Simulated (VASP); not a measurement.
# Si (I4_1/amd) in VASP: a series of runs

Runs on Si. Level: PBE. Tasks: electric field gradients.

Everything below comes from runs of VASP 6.6.1. Logs are shortened: lines on timing, memory, paths and dates and some standing lists are left out, and cuts for length are marked.

**1. The cell of the first run**

The structure is tetragonal, space group I4_1/amd (No. 141). The conventional cell has a = 3.899 Å, b = 3.899 Å, c = 5.268 Å, α = 90.00°, β = 90.00°, γ = 90.00°. Within 3.1 Å of Si (site symmetry -4m2) lie 4 Si at 2.35 Å.

**2. Electric field gradients, PBE (z stretched by -3 % at fixed volume)**

The input, INCAR:

```
SYSTEM = Si
  ALGO = Normal
  EDIFF = 1E-8
  ENCUT = 520
  GGA = PE
  ISIF = 2
  ISMEAR = -1
  LASPH = .True.
  LCHARG = .False.
  LEFG = .True.
  LREAL = .False.
  LWAVE = .False.
  NBANDS = 11
  NELM = 80
  PREC = Accurate
  SIGMA = 0.08
```

The input, KPOINTS:

```
k-points
0
Gamma
  11 11 11
  0 0 0
```

The input, POSCAR:

```
Si
1.0
    0.0000000000      2.7571420509      2.6340059000
    2.7571420509      0.0000000000      2.6340059000
    2.7571420509      2.7571420509      0.0000000000
Si
2
Direct
    0.5000000000      0.5000000000      0.5000000000
    0.7500000000      0.7500000000      0.7500000000
```

Potentials or basis: VASP PAW PBE potentials, release 64 (Si).

Command:

```bash
cat potpaw_PBE.64/Si/POTCAR > POTCAR
mpirun -np 1 vasp_std > vasp.out
```

OUTCAR:

```text
SYSTEM = Si
   EDIFF = 1E-8
   ENCUT = 520
   GGA = PE
   ISIF = 2
   ISMEAR = -1
   LASPH = .True.
   LREAL = .False.
   NELM = 80
   PREC = Accurate

 ion  position               nearest neighbor table
   1  0.500  0.500  0.500-   2 2.35   2 2.35   2 2.35   2 2.35
   2  0.750  0.750  0.750-   1 2.35   1 2.35   1 2.35   1 2.35

  LATTYP: Found a body centered tetragonal cell.
 ALAT       =     3.8991876818
 C/A-ratio  =     1.3510536630

  Lattice vectors:

 A1 = (   0.0000000000,  -2.7571420509,  -2.6340059000)
 A2 = (   0.0000000000,   2.7571420509,  -2.6340059000)
 A3 = (   2.7571420509,   0.0000000000,   2.6340059000)

Analysis of symmetry for initial positions (statically):
=====================================================================
 Subroutine PRICEL returns:
 Original cell was already a primitive cell.

 Routine SETGRP: Setting up the symmetry group for a
 body centered tetragonal supercell.

 Subroutine GETGRP returns: Found 16 space group operations
 (whereof  8 operations were pure point group operations)
 out of a pool of 16 trial point group operations.

The static configuration has the point symmetry D_2d.
 The point group associated with its full space group is D_4h.

Analysis of symmetry for dynamics (positions and initial velocities):
=====================================================================
 Subroutine PRICEL returns:
 Original cell was already a primitive cell.

 Routine SETGRP: Setting up the symmetry group for a
 body centered tetragonal supercell.

 Subroutine GETGRP returns: Found 16 space group operations
 (whereof  8 operations were pure point group operations)
 out of a pool of 16 trial point group operations.

The dynamic configuration has the point symmetry D_2d.
 The point group associated with its full space group is D_4h.

 Subroutine INISYM returns: Found 16 space group operations
 (whereof  8 operations are pure point group operations),
 and found     1 'primitive' translations

----------------------------------------------------------------------------------------

                                     Primitive cell

  volume of cell :      40.0465

  direct lattice vectors                    reciprocal lattice vectors
     0.000000000  2.757142051  2.634005900    -0.181347203  0.181347203  0.189824935
     2.757142051  0.000000000  2.634005900     0.181347203 -0.181347203  0.189824935
     2.757142051  2.757142051  0.000000000     0.181347203  0.181347203 -0.189824935

  length of vectors
     3.813111508  3.813111508  3.899187682     0.319072284  0.319072284  0.319072284

  position of ions in fractional coordinates (direct lattice)
     0.500000000  0.500000000  0.500000000
     0.750000000  0.750000000  0.750000000

  ion indices of the primitive-cell ions
   primitive index   ion index
                 1           1
                 2           2

----------------------------------------------------------------------------------------

 KPOINTS: k-points

Automatic generation of k-mesh.
 Grid dimensions read from file:
 generate k-points for:   11   11   11

 Generating k-lattice:

  Cartesian coordinates                     Fractional coordinates (reciprocal lattice)
    -0.016486109  0.016486109  0.017256812     0.090909091  0.000000000  0.000000000
     0.016486109 -0.016486109  0.017256812     0.000000000  0.090909091  0.000000000
     0.016486109  0.016486109 -0.017256812     0.000000000  0.000000000  0.090909091

  Length of vectors
     0.029006571  0.029006571  0.029006571

  Shift w.r.t. Gamma in fractional coordinates (k-lattice)
     0.000000000  0.000000000  0.000000000

 Subroutine IBZKPT returns following result:
 ===========================================

 Found    126 irreducible k-points:

 Following reciprocal coordinates:
            Coordinates               Weight
  0.000000  0.000000  0.000000      1.000000
  0.090909 -0.000000  0.000000      8.000000
  0.181818  0.000000  0.000000      8.000000
  0.272727 -0.000000  0.000000      8.000000
  0.363636 -0.000000  0.000000      8.000000
  0.454545 -0.000000  0.000000      8.000000
[... 16 lines left out ...]
 -0.272727  0.181818  0.000000      8.000000
 -0.181818  0.181818  0.000000      4.000000
 [... further k-points ...]
   k-points           NKPTS =    126   k-points in BZ     NKDIM =    126   number of bands    NBANDS=     11
   number of dos      NEDOS =    301   number of ions     NIONS =      2
   total plane-waves  NPLWV =  23520
   dimension x,y,z NGX =    28 NGY =   28 NGZ =   30
   dimension x,y,z NGXF=    56 NGYF=   56 NGZF=   60
   ions per type =               2
   NGX,Y,Z   is equivalent  to a cutoff of  12.21, 12.21, 12.79 a.u.
   NGXF,Y,Z  is equivalent  to a cutoff of  24.42, 24.42, 25.58 a.u.
 SYSTEM =  Si
   PREC   = accura    normal or accurate (medium, high low for compatibility)
   ISTART =      0    job   : 0-new  1-cont  2-samecut
   ICHARG =      2    charge: 1-file 2-atom 10-const
   ISPIN  =      1    spin polarized calculation?
   LNONCOLLINEAR =      F non collinear calculations
   LSORBIT =      F    spin-orbit coupling
   LASPH  =      T    aspherical Exc in radial PAW
   ENCUT  =  520.0 eV  38.22 Ry    6.18 a.u.   7.09  7.09  7.25*2*pi/ulx,y,z
   NELM   =     80;   NELMIN=  2; NELMDL= -5     # of ELM steps
   EDIFF  = 0.1E-07   stopping-criterion for ELM
   LREAL  =      F    real-space projection
   EDIFFG = 0.1E-06   stopping-criterion for IOM
   NSW    =      0    number of steps for IOM
   IBRION =     -1    ionic relax: 0-MD 1-quasi-New 2-CG
   NFREE  =      0    steps in history (QN), initial steepest desc. (CG)
   ISIF   =      2    stress and relaxation
   ISYM   =      2    0-nonsym 1-usesym 2-fastsym
   POTIM  = 0.5000    time-step for ionic-motion
   TEBEG  =    0.0;   TEEND  =   0.0 temperature during run
   PSTRESS=    0.0 pullay stress
   NELECT =       8.0000    total number of electrons
   NUPDOWN=      -1.0000    fix difference up-down
   EMIN   =  10.00;   EMAX   =-10.00  energy-range for DOS
   EFERMI =   0.00;   METHOD = LEGACY
   ISMEAR =    -1;   SIGMA  =   0.08  broadening in eV -4-tet -1-fermi 0-gaus
   EFERMI_NEDOS =   21; number of points for ismear=-14 and -15
   IALGO  =     38    algorithm
   IMIX   =      4    mixing-type and parameters
     AMIX     =   0.40;   BMIX     =  1.00
     AMIX_MAG =   1.60;   BMIX_MAG =  1.00
  volume/ion in A,a.u.               =      20.02       135.12
  Fermi-wavevector in a.u.,A,eV,Ry     =   0.957010  1.808487 12.461143  0.915868
  Thomas-Fermi vector in A             =   2.085990
   LORBIT       =      0    0 simple, 1 ext, 2 COOP (PROOUT), +10 PAW based schemes
   GGA     = PE    functional components
[... 5 lines left out ...]
 non-spin polarized calculation
  energy-cutoff  :      520.00
  volume of cell :       40.05
 maximum number of plane-waves:      1094
   NGX = 15   NGY = 15   NGZ = 15

 number of electron       8.0000000 magnetization

 Free energy of the ion-electron system (eV)
  ---------------------------------------------------
  ext. energy  EPLUGINS =         0.00000000
  ---------------------------------------------------
  free energy    TOTEN  =       -10.82890937 eV

  energy without entropy =      -10.82814830  energy(sigma->0) =      -10.82852883

 E-fermi :   6.0582     XC(G=0):  -9.4115

 val. band max:        6.0316385064   @ k =   0.0000   0.0000   0.0000
 cond. band min:       6.1642900876   @ k =   0.4545   0.4545   0.0000
 fundamental gap:      0.1326515812
 Fermi energy:         6.0582248620

 k-point     1 :       0.0000    0.0000    0.0000
  band No.  band energies     occupation
      1      -6.1296      2.00000
      2       5.7264      1.96890
      3       5.7264      1.96890
      4       6.0316      1.16465
      5       8.2896      0.00000
      6       8.4588      0.00000
      7       8.4588      0.00000
      8       9.1730      0.00000
      9      13.1411      0.00000
     10      13.7870      0.00000
     11      13.9292      0.00000

 k-point     2 :       0.0909   -0.0000    0.0000
  band No.  band energies     occupation
      1      -6.0212      2.00000
      2       4.8291      2.00000
      3       5.5479      1.99661
      4       5.7867      1.93504
      5       8.3710      0.00000
      6       8.6464      0.00000
      7       8.6992      0.00000
      8       9.9570      0.00000
      9      12.8848      0.00000
     10      13.5652      0.00000
     11      14.2410      0.00000

 k-point     3 :       0.1818    0.0000    0.0000
  band No.  band energies     occupation
      1      -5.7003      2.00000
      2       3.1621      2.00000
      3       5.1805      1.99997
      4       5.4612      1.99885
      5       8.0839      0.00000
      6       9.1246      0.00000
      7       9.1291      0.00000
      8      11.5352      0.00000
      9      12.6652      0.00000
     10      13.1009      0.00000
     11      15.0009      0.00000

 k-point     4 :       0.2727   -0.0000    0.0000
  band No.  band energies     occupation
      1      -5.1832      2.00000
      2       1.5028      2.00000
      3       4.8270      2.00000
      4       5.1650      1.99997
      5       7.7287      0.00000
      6       9.2701      0.00000
      7       9.4799      0.00000
      8      13.0026      0.00000
      9      13.1462      0.00000
     10      13.2894      0.00000
     11      14.8275      0.00000
[... 239 lines left out ...]
 k-point    22 :      -0.3636    0.1818    0.0000
  band No.  band energies     occupation
      1      -3.7404      2.00000
      2      -0.4834      2.00000
      3       2.7780      2.00000
      4       4.1084      2.00000
      5       7.8446      0.00000
      6      10.2084      0.00000
      7      10.3473      0.00000
      8      13.6724      0.00000
      9      13.6737      0.00000
     10      14.1478      0.00000
     11      17.5291      0.00000

 k-point    23 :      -0.2727    0.1818    0.0000
  band No.  band energies     occupation
      1      -4.4214      2.00000
      2       0.6482      2.00000
      3       2.8421      2.00000
      4       4.5010      2.00000
      5       8.2139      0.00000
      6      10.0416      0.00000
      7      10.4017      0.00000
      8      12.2924      0.00000
      9      12.3159      0.00000
     10      15.8198      0.00000
     11      17.3174      0.00000

 k-point    24 :      -0.1818    0.1818    0.0000
  band No.  band energies     occupation
      1      -5.0319      2.00000
      2       1.8216      2.00000
      3       3.3130      2.00000
      4       4.9353      2.00000
      5       8.5760      0.00000
      6       9.6114      0.00000
      7      10.1043      0.00000
      8      11.6017      0.00000
      9      11.7851      0.00000
     10      15.4552      0.00000
     11      16.6021      0.00000

 [... further k-points ...]
[... 5 lines left out ...]
  --------------------------------------------------------------------------------------
  -------------------------------------------------------------------------------------
  Total        0.1286126      0.1286126      1.1294277      0.0000000      0.0000000      0.0000000
  in kB        5.1455174      5.1455174     45.1860105      0.0000000      0.0000000      0.0000000
  external PRESSURE =      18.4923484 kB  Pullay stress =       0.0000000 kB

 VOLUME and BASIS-vectors are now :
 -----------------------------------------------------------------------------
  energy-cutoff  :      520.00
  volume of cell :       40.05
      direct lattice vectors                 reciprocal lattice vectors
     0.000000000  2.757142051  2.634005900    -0.181347203  0.181347203  0.189824935
     2.757142051  0.000000000  2.634005900     0.181347203 -0.181347203  0.189824935
     2.757142051  2.757142051  0.000000000     0.181347203  0.181347203 -0.189824935

 POSITION                                       TOTAL-FORCE (eV/Angst)
 -----------------------------------------------------------------------------------
      2.75714      2.75714      2.63401         0.000000      0.000000     -0.000000
      4.13571      4.13571      3.95101        -0.000000     -0.000000      0.000000
 -----------------------------------------------------------------------------------
    total drift:                                0.000000      0.000000     -0.000000

  FREE ENERGIE OF THE ION-ELECTRON SYSTEM (eV)
  ---------------------------------------------------
  free  energy   TOTEN  =       -10.8289093659 eV

  energy  without entropy=      -10.8281482973  energy(sigma->0) =      -10.82852883

 Electric field gradients (V/A^2)
---------------------------------------------------------------------
 ion       V_xx      V_yy      V_zz      V_xy      V_xz      V_yz
---------------------------------------------------------------------
   1      -0.360    -0.360     0.719    -0.000    -0.000    -0.000
   2      -0.360    -0.360     0.719    -0.000    -0.000    -0.000
---------------------------------------------------------------------

 Electric field gradients after diagonalization (V/A^2)
 (convention: |V_zz| > |V_xx| > |V_yy|)
----------------------------------------------------------------------
 ion       V_xx      V_yy      V_zz     asymmetry (V_yy - V_xx)/ V_zz
----------------------------------------------------------------------
   1      -0.360    -0.359     0.719       0.000
   2      -0.360    -0.359     0.719       0.000
----------------------------------------------------------------------

           NMR quadrupolar parameters

 Cq : quadrupolar parameter    Cq=e*Q*V_zz/h
 eta: asymmetry parameters     (V_yy - V_xx)/ V_zz
 Q  : nuclear electric quadrupole moment in mb (millibarn)
----------------------------------------------------------------------
 ion       Cq(MHz)       eta       Q (mb)
----------------------------------------------------------------------
   1       0.002       0.000       1.000
   2       0.002       0.000       1.000
----------------------------------------------------------------------
```

It took 32 s on 1 thread of Intel Xeon Platinum 8488C (Sapphire Rapids), shared host; peak memory 0.17 GiB.

Results:

```
Free energy            : -10.8289 eV
Pressure               : 1.8 GPa
Band gap on the k mesh : 0.13 eV, indirect (least direct gap 2.26 eV)
```

Electric field gradients, principal values (V/Å²):
```
atom   least  middle  greatest (by size)
1 Si  -0.359  -0.360               0.719
2 Si  -0.359  -0.360               0.719
```

Caveat: without QUAD_EFG the Cq values of the log hold for a quadrupole moment of 1 mb, not for the nuclei. A k mesh can miss the band edges.

**3. Electric field gradients, PBE (z stretched by -3 % at fixed volume)**

The input, INCAR:

```
PREC = Accurate
ENCUT = 520
EDIFF = 1E-8
ISMEAR = -1
SIGMA = 0.08
LREAL = F
LASPH = T
NELM = 60
ALGO = Normal
ISIF = 2
LWAVE = F
LCHARG = F
GGA = PE
LEFG = T
NBANDS = 11
```

The input, KPOINTS:

```
Automatic mesh
0
Gamma
  11 11 11
```

POSCAR is that of step 2.

Potentials or basis: VASP PAW PBE potentials, release 64 (Si).

Command:

```bash
cat potpaw_PBE.64/Si/POTCAR > POTCAR
mpirun -np 1 vasp_std > vasp.out
```

OUTCAR:

```text
PREC = Accurate
   ENCUT = 520
   EDIFF = 1E-8
   ISMEAR = -1
   LREAL = F
   LASPH = T
   NELM = 60
   ISIF = 2
   GGA = PE

 ion  position               nearest neighbor table
   1  0.500  0.500  0.500-   2 2.35   2 2.35   2 2.35   2 2.35
   2  0.750  0.750  0.750-   1 2.35   1 2.35   1 2.35   1 2.35

  LATTYP: Found a body centered tetragonal cell.
 ALAT       =     3.8991876818
 C/A-ratio  =     1.3510536630

  Lattice vectors:

 A1 = (   0.0000000000,  -2.7571420509,  -2.6340059000)
 A2 = (   0.0000000000,   2.7571420509,  -2.6340059000)
 A3 = (   2.7571420509,   0.0000000000,   2.6340059000)
[... 549 lines left out ...]
  free  energy   TOTEN  =       -10.8289093659 eV

  energy  without entropy=      -10.8281482973  energy(sigma->0) =      -10.82852883

 Electric field gradients (V/A^2)
---------------------------------------------------------------------
 ion       V_xx      V_yy      V_zz      V_xy      V_xz      V_yz
---------------------------------------------------------------------
   1      -0.360    -0.360     0.719    -0.000    -0.000    -0.000
   2      -0.360    -0.360     0.719    -0.000    -0.000    -0.000
---------------------------------------------------------------------

 Electric field gradients after diagonalization (V/A^2)
 (convention: |V_zz| > |V_xx| > |V_yy|)
----------------------------------------------------------------------
 ion       V_xx      V_yy      V_zz     asymmetry (V_yy - V_xx)/ V_zz
----------------------------------------------------------------------
   1      -0.360    -0.359     0.719       0.000
   2      -0.360    -0.359     0.719       0.000
----------------------------------------------------------------------

           NMR quadrupolar parameters

 Cq : quadrupolar parameter    Cq=e*Q*V_zz/h
 eta: asymmetry parameters     (V_yy - V_xx)/ V_zz
 Q  : nuclear electric quadrupole moment in mb (millibarn)
----------------------------------------------------------------------
 ion       Cq(MHz)       eta       Q (mb)
----------------------------------------------------------------------
   1       0.002       0.000       1.000
   2       0.002       0.000       1.000
----------------------------------------------------------------------
```

OSZICAR:

```text
N       E                     dE             d eps       ncg     rms          rms(c)
DAV:   1     0.837135905471E+01    0.83714E+01   -0.33065E+03  2772   0.587E+02
DAV:   2    -0.104468990630E+02   -0.18818E+02   -0.18091E+02  3697   0.875E+01
DAV:   3    -0.110041443239E+02   -0.55725E+00   -0.55597E+00  3524   0.132E+01
DAV:   4    -0.110082968667E+02   -0.41525E-02   -0.41521E-02  3313   0.144E+00
DAV:   5    -0.110083388510E+02   -0.41984E-04   -0.41984E-04  3522   0.136E-01    0.487E+00
DAV:   6    -0.108840624186E+02    0.12428E+00   -0.71126E-02  3138   0.109E+00    0.297E+00
DAV:   7    -0.108274706214E+02    0.56592E-01   -0.13633E-01  3156   0.163E+00    0.184E-01
DAV:   8    -0.108286887647E+02   -0.12181E-02   -0.60566E-03  3203   0.419E-01    0.811E-02
DAV:   9    -0.108288834181E+02   -0.19465E-03   -0.18651E-04  3452   0.848E-02    0.606E-02
DAV:  10    -0.108289088529E+02   -0.25435E-04   -0.23309E-05  3264   0.275E-02    0.652E-03
DAV:  11    -0.108289091820E+02   -0.32907E-06   -0.18914E-06  3439   0.717E-03    0.324E-03
DAV:  12    -0.108289093180E+02   -0.13600E-06   -0.44477E-07  3203   0.415E-03    0.203E-03
DAV:  13    -0.108289093605E+02   -0.42505E-07   -0.51002E-09  3315   0.457E-04    0.209E-04
DAV:  14    -0.108289093659E+02   -0.54207E-08   -0.53466E-10  1914   0.155E-04
   1 F= -.10828909E+02 E0= -.10828529E+02  d E =-.761069E-03
```

Wall time 31 s (1 thread of Intel Xeon Platinum 8488C (Sapphire Rapids), shared host); peak memory 0.17 GiB.

What came out:

```yaml
Free_energy: -10.8289 eV
Pressure: 1.8 GPa
Band_gap_on_the_k_mesh: 0.13 eV, indirect (least direct gap 2.26 eV)
```

Electric field gradients, principal values (V/Å²):
```tsv
atom	least	middle	greatest (by size)
1 Si	-0.359	-0.360	0.719
2 Si	-0.359	-0.360	0.719
```

Caveat: without QUAD_EFG the Cq values of the log hold for a quadrupole moment of 1 mb, not for the nuclei.
